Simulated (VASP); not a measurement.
Here is a VASP 6.6.1 calculation.

The input INCAR:

```
PREC     = Accurate       # precision mode
ENCUT    = 520            # plane-wave cutoff, eV
EDIFF    = 1E-6           # SCF threshold, eV
ISMEAR   = -1             # smearing method
SIGMA    = 0.08           # smearing width, eV
LREAL    = False          # projectors in reciprocal space
LASPH    = True           # aspherical terms in the spheres
NELM     = 60             # most SCF steps
ALGO     = Normal         # electronic algorithm
ISIF     = 2              # what is computed and relaxed
LWAVE    = False          # write WAVECAR
LCHARG   = True           # write CHGCAR
GGA      = PE             # functional
LELF     = True           # ELF
LVHAR    = True         
NBANDS   = 18             # bands
```

Contents of KPOINTS:

```
Automatic mesh
0
Gamma
  13 13 7
```

Contents of POSCAR:

```
Sc
1.0
    2.8756006708      0.0000000000      0.0000000000
   -1.4378003354      2.4903432320      0.0000000000
    0.0000000000      0.0000000000      4.4845066035
Sc
2
Direct
    0.3333333333      0.6666666667      0.2500000000
    0.6666666667      0.3333333333      0.7500000000
```

Potentials or basis: VASP PAW PBE potentials, release 64 (Sc_sv).

Command:

```bash
$ cat potpaw_PBE.64/Sc_sv/POTCAR > POTCAR
$ mpirun -np 1 vasp_std > vasp.out
```

Q: Estimate the band gap on the k mesh.

A: Zero (band 11 reaches 8.63 eV, above the bottom of band 12 at 6.06 eV).

Q: What does it give for the pressure?

A: 44.7 GPa.

Stress tensor (GPa, compression positive):
```
44.65  0.00  0.00
 0.00 44.65  0.00
 0.00  0.00 44.78
```
